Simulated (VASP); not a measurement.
# C (P1) in VASP: single point with r2SCAN

Aim: the single point of C with r2SCAN.

All numbers are computed with VASP 6.6.1; they aren't measurements. Logs are shortened: lines on timing, memory, paths and dates and some standing lists are left out, and cuts for length are marked.

## 1. The cell of the first run

The typed cell holds 4 atoms: a = 2.468 Å, b = 2.476 Å, c = 7.149 Å, α = 91.92°, β = 89.57°, γ = 120.87°.

## 2. Single point, r2SCAN

File POSCAR:

```
C
1.0
    1.2159619696     -2.1479622876      0.0091232276
    1.2232502972      2.1521701653     -0.0413730204
   -0.0941886657     -0.0851463517      7.1476530721
C
4
Direct
    0.1034933285      0.9456230676      0.7488005552
    0.5908149738      0.4138432831      0.2394105085
    0.9242568809      0.0859987362      0.2421136921
    0.4285181549      0.5893271320      0.7486182121
```

File INCAR.step1:

```
SYSTEM = C
ALGO = Normal
EDIFF = 1E-4
ENCUT = 520
GGA = PE
ISMEAR = 0
LASPH = .True.
LCHARG = .False.
LREAL = .False.
LWAVE = .True.
NBANDS = 16
NELM = 100
PREC = Accurate
SIGMA = 0.1
```

File INCAR.step2:

```
SYSTEM = C
ALGO = Normal
EDIFF = 1E-6
ENCUT = 520
ISIF = 2
ISMEAR = 0
ISTART = 1
LASPH = .True.
LCHARG = .False.
LMIXTAU = .True.
LREAL = .False.
LWAVE = .False.
METAGGA = R2SCAN
NBANDS = 16
NELM = 100
PREC = Accurate
SIGMA = 0.1
```

File KPOINTS:

```
k-points
0
Gamma
  14 14 4
  0 0 0
```

Potentials or basis: VASP PAW PBE potentials, release 64 (C).

Command:

```sh
$ cat potpaw_PBE.64/C/POTCAR > POTCAR
$ cp INCAR.step1 INCAR
$ mpirun -np 1 vasp_std > vasp.out
$ cp INCAR.step2 INCAR
$ mpirun -np 1 vasp_std > vasp.out
```

OUTCAR:

```text
SYSTEM = C
   EDIFF = 1E-6
   ENCUT = 520
   ISIF = 2
   ISMEAR = 0
   ISTART = 1
   LASPH = .True.
   LREAL = .False.
   METAGGA = R2SCAN
   NELM = 100
   PREC = Accurate

 ion  position               nearest neighbor table
   1  0.103  0.946  0.749-   4 1.37   4 1.43   4 1.47
   2  0.591  0.414  0.239-   3 1.41   3 1.42   3 1.43
   3  0.924  0.086  0.242-   2 1.41   2 1.42   2 1.43
   4  0.429  0.589  0.749-   1 1.37   1 1.43   1 1.47

  LATTYP: Found a triclinic cell.
 ALAT       =     2.4758613525
 B/A-ratio  =     0.9852850112
 C/A-ratio  =     2.8873913788
 COS(alpha) =     0.0264129970
 COS(beta)  =     0.0335709734
 COS(gamma) =     0.4957470287

  Lattice vectors:

 A1 = (   1.2232502972,   2.1521701653,  -0.0413730204)
 A2 = (   2.4392122668,   0.0042078777,  -0.0322497928)
 A3 = (   0.0941886657,   0.0851463517,  -7.1476530721)

Analysis of symmetry for initial positions (statically):
=====================================================================
 Subroutine PRICEL returns:
 Original cell was already a primitive cell.

 Routine SETGRP: Setting up the symmetry group for a
 triclinic supercell.

 Subroutine GETGRP returns: Found  1 space group operations
 (whereof  1 operations were pure point group operations)
 out of a pool of  2 trial point group operations.

The static configuration has the point symmetry C_1 .

Analysis of symmetry for dynamics (positions and initial velocities):
=====================================================================
 Subroutine PRICEL returns:
 Original cell was already a primitive cell.

 Routine SETGRP: Setting up the symmetry group for a
 triclinic supercell.

 Subroutine GETGRP returns: Found  1 space group operations
 (whereof  1 operations were pure point group operations)
 out of a pool of  2 trial point group operations.

The dynamic configuration has the point symmetry C_1 .

 Subroutine INISYM returns: Found  1 space group operations
 (whereof  1 operations are pure point group operations),
 and found     1 'primitive' translations

----------------------------------------------------------------------------------------

                                     Primitive cell

  volume of cell :      37.4738

  direct lattice vectors                    reciprocal lattice vectors
     1.215961970 -2.147962288  0.009123228     0.410405512 -0.233215692  0.002629966
     1.223250297  2.152170165 -0.041373020     0.409676189  0.231952455  0.008161666
    -0.094188666 -0.085146352  7.147653072     0.001847504  0.001640294  0.139949948

  length of vectors
     2.468276470  2.475861353  7.148780724     0.472047837  0.470853622  0.139971754

  position of ions in fractional coordinates (direct lattice)
     0.103493329  0.945623068  0.748800555
     0.590814974  0.413843283  0.239410509
     0.924256881  0.085998736  0.242113692
     0.428518155  0.589327132  0.748618212

  ion indices of the primitive-cell ions
   primitive index   ion index
                 1           1
                 2           2
                 3           3
                 4           4

----------------------------------------------------------------------------------------

 KPOINTS: k-points

Automatic generation of k-mesh.
 Grid dimensions read from file:
 generate k-points for:   14   14    4

 Generating k-lattice:

  Cartesian coordinates                     Fractional coordinates (reciprocal lattice)
     0.029314679 -0.016658264  0.000187855     0.071428571  0.000000000  0.000000000
     0.029262585  0.016568032  0.000582976    -0.000000000  0.071428571  0.000000000
     0.000461876  0.000410074  0.034987487     0.000000000  0.000000000  0.250000000

  Length of vectors
     0.033717703  0.033632402  0.034992938

  Shift w.r.t. Gamma in fractional coordinates (k-lattice)
     0.000000000  0.000000000  0.000000000

 Subroutine IBZKPT returns following result:
 ===========================================

 Found    396 irreducible k-points:

 Following reciprocal coordinates:
            Coordinates               Weight
  0.000000  0.000000  0.000000      1.000000
  0.071429  0.000000 -0.000000      2.000000
  0.142857  0.000000 -0.000000      2.000000
  0.214286  0.000000 -0.000000      2.000000
  0.285714  0.000000  0.000000      2.000000
  0.357143  0.000000 -0.000000      2.000000
[... 16 lines left out ...]
 -0.000000  0.142857  0.000000      2.000000
  0.071429  0.142857  0.000000      2.000000
 [... further k-points ...]
   k-points           NKPTS =    396   k-points in BZ     NKDIM =    396   number of bands    NBANDS=     16
   number of dos      NEDOS =    301   number of ions     NIONS =      4
   total plane-waves  NPLWV =  17496
   dimension x,y,z NGX =    18 NGY =   18 NGZ =   54
   dimension x,y,z NGXF=    36 NGYF=   36 NGZF=  108
   ions per type =               4
   NGX,Y,Z   is equivalent  to a cutoff of  12.12, 12.09, 12.56 a.u.
   NGXF,Y,Z  is equivalent  to a cutoff of  24.25, 24.17, 25.12 a.u.
 SYSTEM =  C
   PREC   = accura    normal or accurate (medium, high low for compatibility)
   ISTART =      1    job   : 0-new  1-cont  2-samecut
   ICHARG =      0    charge: 1-file 2-atom 10-const
   ISPIN  =      1    spin polarized calculation?
   LNONCOLLINEAR =      F non collinear calculations
   LSORBIT =      F    spin-orbit coupling
   LASPH  =      T    aspherical Exc in radial PAW
   ENCUT  =  520.0 eV  38.22 Ry    6.18 a.u.   4.59  4.60 13.29*2*pi/ulx,y,z
   NELM   =    100;   NELMIN=  2; NELMDL=  0     # of ELM steps
   EDIFF  = 0.1E-05   stopping-criterion for ELM
   LREAL  =      F    real-space projection
   EDIFFG = 0.1E-04   stopping-criterion for IOM
   NSW    =      0    number of steps for IOM
   IBRION =     -1    ionic relax: 0-MD 1-quasi-New 2-CG
   NFREE  =      0    steps in history (QN), initial steepest desc. (CG)
   ISIF   =      2    stress and relaxation
   ISYM   =      2    0-nonsym 1-usesym 2-fastsym
   POTIM  = 0.5000    time-step for ionic-motion
   TEBEG  =    0.0;   TEEND  =   0.0 temperature during run
   PSTRESS=    0.0 pullay stress
   NELECT =      16.0000    total number of electrons
   NUPDOWN=      -1.0000    fix difference up-down
   EMIN   =  10.00;   EMAX   =-10.00  energy-range for DOS
   EFERMI =   0.00;   METHOD = LEGACY
   ISMEAR =     0;   SIGMA  =   0.10  broadening in eV -4-tet -1-fermi 0-gaus
   EFERMI_NEDOS =   21; number of points for ismear=-14 and -15
   IALGO  =     38    algorithm
   IMIX   =      4    mixing-type and parameters
     AMIX     =   0.40;   BMIX     =  1.00
     AMIX_MAG =   1.60;   BMIX_MAG =  1.00
  volume/ion in A,a.u.               =       9.37        63.22
  Fermi-wavevector in a.u.,A,eV,Ry     =   1.232742  2.329545 20.676147  1.519654
  Thomas-Fermi vector in A             =   2.367500
   LORBIT       =      0    0 simple, 1 ext, 2 COOP (PROOUT), +10 PAW based schemes
   METAGGA = R2SCAN    functional components
   LHFCALC =     F    Hartree Fock is set to
   AEXX    =    0.0000 exact exchange contribution
   IVDW    =     0    specifies the selected vdW correction
   LEPSILON=     F    determine dielectric tensor
   LRPA    =     F    only Hartree local field effects (RPA)
 non-spin polarized calculation
 Gauss-broadening in eV      SIGMA  =   0.10
  energy-cutoff  :      520.00
  volume of cell :       37.47
 maximum number of plane-waves:      1030
   NGX =  9   NGY =  9   NGZ = 27

 number of electron      15.9999999 magnetization

 Free energy of the ion-electron system (eV)
  ---------------------------------------------------
  ext. energy  EPLUGINS =         0.00000000
  ---------------------------------------------------
  free energy    TOTEN  =       -39.65080662 eV

  energy without entropy =      -39.65080613  energy(sigma->0) =      -39.65080638

 E-fermi :   4.0866     XC(G=0): -10.6788

 val. band max:        3.8304036542   @ k =   0.2857   0.3571   0.5000
 cond. band min:       4.3428336790   @ k =   0.2857   0.3571   0.5000
 fundamental gap:      0.5124300247
 Fermi energy:         4.0865889812

 k-point     1 :       0.0000    0.0000    0.0000
  band No.  band energies     occupation
      1     -16.7666      2.00000
      2     -16.5853      2.00000
      3      -4.6576      2.00000
      4      -3.1979      2.00000
      5       0.1539      2.00000
      6       0.6701      2.00000
[... 8 lines left out ...]
     15      16.5195      0.00000
     16      16.6069      0.00000

 k-point     2 :       0.0714    0.0000   -0.0000
  band No.  band energies     occupation
      1     -16.6366      2.00000
      2     -16.4567      2.00000
      3      -4.5008      2.00000
      4      -3.0483      2.00000
      5      -0.1854      2.00000
      6       0.2771      2.00000
[... 8 lines left out ...]
     15      16.0429      0.00000
     16      16.1716      0.00000

 k-point     3 :       0.1429    0.0000   -0.0000
  band No.  band energies     occupation
      1     -16.2476      2.00000
      2     -16.0718      2.00000
      3      -4.0330      2.00000
      4      -2.6028      2.00000
      5      -1.1816      2.00000
      6      -0.9541      2.00000
[... 8 lines left out ...]
     15      14.9909      0.00000
     16      15.5297      0.00000

 k-point     4 :       0.2143    0.0000   -0.0000
  band No.  band energies     occupation
      1     -15.6030      2.00000
      2     -15.4340      2.00000
      3      -3.2628      2.00000
      4      -2.7960      2.00000
      5      -2.7325      2.00000
      6      -1.8730      2.00000
[... 8 lines left out ...]
     15      16.9338      0.00000
     16      17.5001      0.00000

 k-point     5 :       0.2857    0.0000    0.0000
  band No.  band energies     occupation
      1     -14.7095      2.00000
      2     -14.5499      2.00000
      3      -4.7617      2.00000
      4      -4.6913      2.00000
      5      -2.2082      2.00000
      6      -1.7420      2.00000
[... 8 lines left out ...]
     15      19.4344      0.00000
     16      19.8949      0.00000

 k-point     6 :       0.3571    0.0000   -0.0000
  band No.  band energies     occupation
      1     -13.5802      2.00000
      2     -13.4324      2.00000
      3      -6.7664      2.00000
      4      -6.6717      2.00000
      5      -2.3705      2.00000
      6      -2.3040      2.00000
[... 8 lines left out ...]
     15      19.5637      0.00000
     16      21.1814      0.00000
[... 267 lines left out ...]
 k-point    21 :      -0.1429    0.0714    0.0000
  band No.  band energies     occupation
      1     -16.3837      2.00000
      2     -16.2065      2.00000
      3      -4.1994      2.00000
      4      -2.7607      2.00000
      5      -0.6769      2.00000
      6      -0.5989      2.00000
[... 8 lines left out ...]
     15      15.3385      0.00000
     16      15.4624      0.00000

 k-point    22 :      -0.0714    0.0714    0.0000
  band No.  band energies     occupation
      1     -16.6405      2.00000
      2     -16.4606      2.00000
      3      -4.5061      2.00000
      4      -3.0532      2.00000
      5      -0.1343      2.00000
      6       0.1520      2.00000
[... 8 lines left out ...]
     15      16.0586      0.00000
     16      16.1395      0.00000

 k-point    23 :      -0.0000    0.1429    0.0000
  band No.  band energies     occupation
      1     -16.2524      2.00000
      2     -16.0766      2.00000
      3      -4.0314      2.00000
      4      -2.6012      2.00000
      5      -1.5288      2.00000
      6      -0.8297      2.00000
[... 8 lines left out ...]
     15      14.9214      0.00000
     16      14.9677      0.00000

 k-point    24 :       0.0714    0.1429    0.0000
  band No.  band energies     occupation
      1     -15.8597      2.00000
      2     -15.6878      2.00000
      3      -3.5561      2.00000
      4      -2.5023      2.00000
      5      -2.1507      2.00000
      6      -1.8419      2.00000
[... 8 lines left out ...]
     15      14.6354      0.00000
     16      15.3429      0.00000

 [... further k-points ...]
[... 5 lines left out ...]
  --------------------------------------------------------------------------------------
  -------------------------------------------------------------------------------------
  Total        1.9407021     -2.1399254     -0.0290458      0.0873569      0.0037393     -0.0067663
  in kB       82.9740032    -91.4917213     -1.2418424      3.7349141      0.1598729     -0.2892925
  external PRESSURE =      -3.2531868 kB  Pullay stress =       0.0000000 kB

 VOLUME and BASIS-vectors are now :
 -----------------------------------------------------------------------------
  energy-cutoff  :      520.00
  volume of cell :       37.47
      direct lattice vectors                 reciprocal lattice vectors
     1.215961970 -2.147962288  0.009123228     0.410405512 -0.233215692  0.002629966
     1.223250297  2.152170165 -0.041373020     0.409676189  0.231952455  0.008161666
    -0.094188666 -0.085146352  7.147653072     0.001847504  0.001640294  0.139949948

 POSITION                                       TOTAL-FORCE (eV/Angst)
 -----------------------------------------------------------------------------------
      1.21205      1.74908      5.31399        -2.340314     -1.901399      0.020369
      1.20209     -0.39877      1.69949         0.414271      0.432575      0.333969
      1.20625     -1.82080      1.73542        -0.410106     -0.433612     -0.313176
      1.17145      0.28415      5.33039         2.336149      1.902436     -0.041162
 -----------------------------------------------------------------------------------
    total drift:                                0.000156     -0.000353     -0.000921

  FREE ENERGIE OF THE ION-ELECTRON SYSTEM (eV)
  ---------------------------------------------------
  free  energy   TOTEN  =       -39.6508066217 eV

  energy  without entropy=      -39.6508061336  energy(sigma->0) =      -39.65080638
```

Wall time 15 min (1 thread of Intel Xeon Platinum 8259CL at 2.50GHz (Skylake/Cascade Lake), shared host); peak memory 0.28 GiB.

What came out:

```yaml
Free_energy: -39.6508 eV
Pressure: -0.3 GPa
Largest_force: 3.015 eV/Å
Band_gap_on_the_k_mesh: 0.51 eV
```

Forces on the atoms (eV/Å):
```
C   -2.340 -1.901  0.020
C    0.414  0.433  0.334
C   -0.410 -0.434 -0.313
C    2.336  1.902 -0.041
```

Stress tensor (GPa, compression positive):
```
 8.30  0.37 -0.03
 0.37 -9.15  0.02
-0.03  0.02 -0.12
```

Caveat: the PAW data sets were made with another functional, which shifts forces and pressure a little.
